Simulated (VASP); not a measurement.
Write the native input for VASP 6.6.1 that does the following.

| Property | Result |
| --- | --- |
| Task | single point |
| Functional | r2SCAN |
| Potentials or basis | VASP PAW PBE potentials, release 64 (Sb) |
| Cutoff | 520 eV |
| k mesh | 12 × 12 × 12 |
| Occupations | gaussian, width 0.1 eV |
| Spin | no spin polarisation |
| Dipole correction | no |
| Further INCAR settings | ALGO = Normal; EDIFF = 1e-06; NBANDS = 12 |

Crystal: Sb.

```
CELL_PARAMETERS angstrom
2.16161 1.24801 3.67967
-2.16161 1.24801 3.67967
0.00000 -2.49601 3.67967
ATOMIC_POSITIONS crystal
Sb 0.23615 0.23615 0.23615
Sb 0.76385 0.76385 0.76385
```

One way to write it, as run:

POSCAR

```
Sb
1.0
    2.1616083304      1.2480051515      3.6796745313
   -2.1616083304      1.2480051515      3.6796745313
    0.0000000000     -2.4960103029      3.6796745313
Sb
2
Direct
    0.2361487230      0.2361487230      0.2361487230
    0.7638512770      0.7638512770      0.7638512770
```

INCAR.step1

```
SYSTEM = Sb
ALGO     = Normal         ! electronic algorithm
EDIFF    = 1E-4           ! SCF threshold, eV
ENCUT    = 520            ! plane-wave cutoff, eV
GGA      = PE             ! functional
ISMEAR   = 0              ! smearing method
LASPH    = .TRUE.         ! aspherical terms in the spheres
LCHARG   = .FALSE.        ! write CHGCAR
LREAL    = .FALSE.        ! projectors in reciprocal space
LWAVE    = .TRUE.         ! write WAVECAR
NBANDS   = 12             ! bands
NELM     = 80             ! most SCF steps
PREC     = Accurate       ! precision mode
SIGMA    = 0.1            ! smearing width, eV
```

INCAR.step2

```
SYSTEM = Sb
ALGO     = Normal         ! electronic algorithm
EDIFF    = 1E-6           ! SCF threshold, eV
ENCUT    = 520            ! plane-wave cutoff, eV
ISIF     = 2              ! what is computed and relaxed
ISMEAR   = 0              ! smearing method
ISTART   = 1            
LASPH    = .TRUE.         ! aspherical terms in the spheres
LCHARG   = .TRUE.         ! write CHGCAR
LELF     = .TRUE.         ! ELF
LMIXTAU  = .TRUE.       
LREAL    = .FALSE.        ! projectors in reciprocal space
LVHAR    = .TRUE.       
LWAVE    = .FALSE.        ! write WAVECAR
METAGGA  = R2SCAN         ! meta-GGA
NBANDS   = 12             ! bands
NELM     = 80             ! most SCF steps
PREC     = Accurate       ! precision mode
SIGMA    = 0.1            ! smearing width, eV
```

KPOINTS

```
k-points
0
G
  12 12 12
  0 0 0
```

Potentials or basis: VASP PAW PBE potentials, release 64 (Sb).

Run with:

```bash
$ cat potpaw_PBE.64/Sb/POTCAR > POTCAR
$ cp INCAR.step1 INCAR
$ mpirun -np 1 vasp_std > vasp.out
$ cp INCAR.step2 INCAR
$ mpirun -np 1 vasp_std > vasp.out
```

It gave:

```json
{
 "Pressure": "1.7 GPa",
 "Largest force": "0.103 eV/Å",
 "Band gap on the k mesh": "zero (bands 5 and 6 overlap by 0.29 eV)"
}
```

Caveat: the PAW data sets were made with another functional, which shifts forces and pressure a little; spin-orbit coupling is left out, which moves the levels of the heavy elements.

Run time: 3.4 min on 1 thread of Intel(R) Xeon(R) 6975P-C (Granite Rapids) (shared host), peak memory 0.28 GiB.
